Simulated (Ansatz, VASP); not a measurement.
InAs: VASP beside Ansatz

The input INCAR:

```
SYSTEM = InAs
PREC = Accurate
ENCUT = 520
EDIFF = 1E-7
ISMEAR = 0
SIGMA = 0.013000000000000001
LREAL = .False.
LASPH = .True.
NELM = 80
ALGO = Normal
ISIF = 2
LWAVE = .False.
LCHARG = .False.
GGA = PE
NBANDS = 16
```

File KPOINTS:

```
Automatic mesh
0
Gamma
  8 8 8
  0 0 0
```

File POSCAR:

```
InAs
1.0
    0.0000000000      3.0180000000      3.0180000000
    3.0180000000      0.0000000000      3.0180000000
    3.0180000000      3.0180000000      0.0000000000
In As
1 1
Direct
    0.0000000000      0.0000000000      0.0000000000
    0.7500000000      0.7500000000      0.7500000000
```

Contents of input.yaml:

```yaml
crystal:
  lattice:
    - [0.0, 3.018, 3.018]
    - [3.018, 0.0, 3.018]
    - [3.018, 3.018, 0.0]
  atoms:
    - { symbol: In, position: [0.0, 0.0, 0.0] }
    - { symbol: As, position: [0.75, 0.75, 0.75] }
kpoints:
  mp_grid: { grid: [8, 8, 8] }
scf:
  occupations: { method: gaussian, width: 0.013 }
hamiltonian:
  xc: pbe
  pseudopotentials: { kind: all_electron, lapw: { basis_error: 0.001 } }
output:
  forces: true
  stress: true
  eigenvalues: true
```

Alike in both runs: task single point; functional PBE; k mesh 8 × 8 × 8; occupations gaussian, width 0.013 eV; no spin polarisation.

|  | VASP | Ansatz |
| --- | --- | --- |
| version | VASP 6.6.1 | Ansatz 0.2.0 |
| potentials or method | VASP PAW PBE potentials, release 64 (In_d, As), cutoff 520 eV | all-electron LAPW, scalar-relativistic |

|  | VASP | Ansatz | Ansatz less VASP |
| --- | --- | --- | --- |
| gap on the k mesh at the Fermi level (eV) | none | none | - |
| pressure (GPa) | 4.4 | 4.3 | -0.06 |

A gap of «none» marks a metal or a gap that the smearing closes. Ansatz ran all-electron here, and VASP with PAW potentials.
